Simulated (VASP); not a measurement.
Fe:

```
Fe
1.0
     0.00000    1.75450    1.75450
     1.75450    0.00000    1.75450
     3.50900    3.50900    0.00000
Fe
2
Cartesian
  0.0000 0.0000 0.0000
  1.7545 1.7545 0.0000
```

Program: VASP 6.6.1. Alike in all runs: task single point; level PBE; potentials or basis VASP PAW PBE potentials, release 64 (Fe); cell as given; k mesh 12 × 12 × 6; cutoff (eV) 520; smearing fermi-dirac 0.1 eV.

Problem. Order these runs on this cell by their pressure, lowest first.
A. spin off
B. spin collinear, ferromagnetic start
C. spin collinear, antiferromagnetic start
D. spin collinear

Solution. A (-13.1 GPa), D (-7.4 GPa), C (-4.9 GPa), B (-3.2 GPa).

Caveats: the moment fell far below its start of 4 μB, so a state of higher moment may lie lower in energy (some runs).
